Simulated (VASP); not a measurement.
The system is N.

```xyz
1
Lattice="-1.2705 1.2705 1.2705 1.2705 -1.2705 1.2705 1.2705 1.2705 -1.2705" Properties=species:S:1:pos:R:3 pbc="T T T"
N     0.0000    0.0000    0.0000
```

This cell differs from its parent crystal: Sb replaced by N, lengths x 0.706, strained.

Base run:

| Quantity | Value |
| --- | --- |
| Program | VASP 6.6.1 |
| Functional | PBE |
| Potentials or basis | VASP PAW PBE potentials, release 64 (N) |
| Cutoff | 600 eV |
| k mesh | 22 × 22 × 22 |
| Occupations | gaussian, width 0.1 eV |
| Spin | no spin polarisation |

Its results: band gap on the k mesh zero (an odd number of electrons rules out a gap without spin polarisation); pressure -18.9 GPa.

**Question.** The run is repeated on the same cell with these changes: k mesh from 22 × 22 × 22 to 10 × 10 × 10. What comes out?

**Answer.** Band gap on the k mesh zero (an odd number of electrons rules out a gap without spin polarisation); pressure -18.1 GPa.

Caveats: the cell stands under tension; an odd number of electrons without spin polarisation forces a metal; a magnetic or distorted state may lie lower.
